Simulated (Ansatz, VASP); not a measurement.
**ZnSe: VASP beside Ansatz**

```
Zn Se
1.0
     0.00000    2.81660    2.81660
     2.81660    0.00000    2.81660
     2.81660    2.81660    0.00000
Zn Se
1 1
Direct
  0.00000 0.00000 0.00000
  0.25000 0.25000 0.25000
```

Alike in both runs: task single point; functional LDA; k mesh 8 × 8 × 8; occupations gaussian, width 0.02 eV; no spin polarisation.

|  | VASP | Ansatz |
| --- | --- | --- |
| version | VASP 6.6.1 | Ansatz 0.2.0 |
| potentials or method | VASP PAW LDA potentials, release 64 (Zn, Se), cutoff 520 eV | scalar-relativistic, plane waves, PAW |
| valence electrons in the cell | 18 | 28 |

```csv
,VASP,Ansatz,Ansatz less VASP
gap on the k mesh at the Fermi level (eV),1.14,1.11,-0.038
least direct gap on the mesh (eV),1.14,1.11,-0.038
pressure (GPa),-2.0,-2.3,-0.33
```

LDA's correlation is that of Perdew and Zunger in VASP and of Perdew and Wang (1992) in Ansatz. VASP's potentials hold 18 valence electrons a cell and Ansatz's 28, so a difference there can come from the potentials and not from the codes.
